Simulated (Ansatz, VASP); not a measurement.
One calculation of GaGe3, two programs

```xyz
4
Lattice="4.2498 0.0000 0.0000 0.0000 4.2498 0.0000 0.0000 0.0000 4.2498" Properties=species:S:1:pos:R:3 pbc="T T T"
Ge    2.1249    2.1249    0.0000
Ge    2.1249    0.0000    2.1249
Ge    0.0000    2.1249    2.1249
Ga    0.0000    0.0000    0.0000
```

Alike in both runs: task single point; functional r2SCAN; k mesh 6 × 6 × 6; occupations fermi-dirac, width 0.05 eV; no spin polarisation.

|  | VASP | Ansatz |
| --- | --- | --- |
| version | VASP 6.6.1 | Ansatz 0.2.0 |
| potentials or method | VASP PAW PBE potentials, release 64 (Ge_d, Ga_d) | Ansatz PAW |
| plane-wave cutoff (eV) | 520 | 500 |
| valence electrons in the cell | 55 | 55 |

```csv
,VASP,Ansatz,Ansatz less VASP
gap on the k mesh at the Fermi level (eV),none,none,-
pressure (GPa),-1.3,-1.2,+0.07
```

VASP's potentials were made for PBE, not for r2SCAN. A gap of «none» marks a metal or a gap that the smearing closes.
